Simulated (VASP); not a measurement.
Zn:

```xyz
8
Lattice="4.9554 0.0000 0.0000 0.0000 4.9554 0.0000 0.0000 0.0000 4.9554" Properties=species:S:1:pos:R:3 pbc="T T T"
Zn    0.0000    0.0000    0.0000
Zn    2.4777    2.4777    2.4777
Zn    1.2388    0.0000    2.4777
Zn    3.7165    0.0000    2.4777
Zn    2.4777    1.2388    0.0000
Zn    2.4777    3.7165    0.0000
Zn    0.0000    2.4777    1.2388
Zn    0.0000    2.4777    3.7165
```

```yaml
Program: VASP 6.6.1
Task: relaxation of cell and atoms
Functional: revPBE
Potentials_or_basis: VASP PAW PBE potentials, release 64 (Zn)
Cutoff: 600 eV
k_mesh: 5 × 5 × 5
Occupations: fermi-dirac, width 0.1 eV
Spin: no spin polarisation
```

At the start: pressure 2.9 GPa; volume 15.21 Å³/atom.

Problem. Where does the relaxation end?

Solution. Over 3 steps the energy falls by 5.8 meV/atom and the volume is 15.88 Å³/atom (+4.4 %); space group Pm-3n (No. 223, to 0.1 Å) before and after.

Step by step:
| step | energy change (eV) | largest force (eV/Å) | pressure (GPa) | volume (Å³) |
| --- | --- | --- | --- | --- |
| 1 | 0.0000 | 0.0000 | 2.95 | 121.68 |
| 2 | -0.0461 | 0.0000 | 0.17 | 126.68 |
| 3 | -0.0462 | 0.0000 | -0.02 | 127.05 |

Final structure:
```yaml
crystal:
  lattice:
    - [5.02722, 0.00000, 0.00000]
    - [0.00000, 5.02722, 0.00000]
    - [0.00000, 0.00000, 5.02722]
  atoms:
    - { symbol: Zn, position: [0.00000, 0.00000, 0.00000] }
    - { symbol: Zn, position: [0.50000, 0.50000, 0.50000] }
    - { symbol: Zn, position: [0.25000, 0.00000, 0.50000] }
    - { symbol: Zn, position: [0.75000, 0.00000, 0.50000] }
    - { symbol: Zn, position: [0.50000, 0.25000, 0.00000] }
    - { symbol: Zn, position: [0.50000, 0.75000, 0.00000] }
    - { symbol: Zn, position: [0.00000, 0.50000, 0.25000] }
    - { symbol: Zn, position: [0.00000, 0.50000, 0.75000] }
```

Caveat: the PAW data sets were made with another functional, which shifts forces and pressure a little.
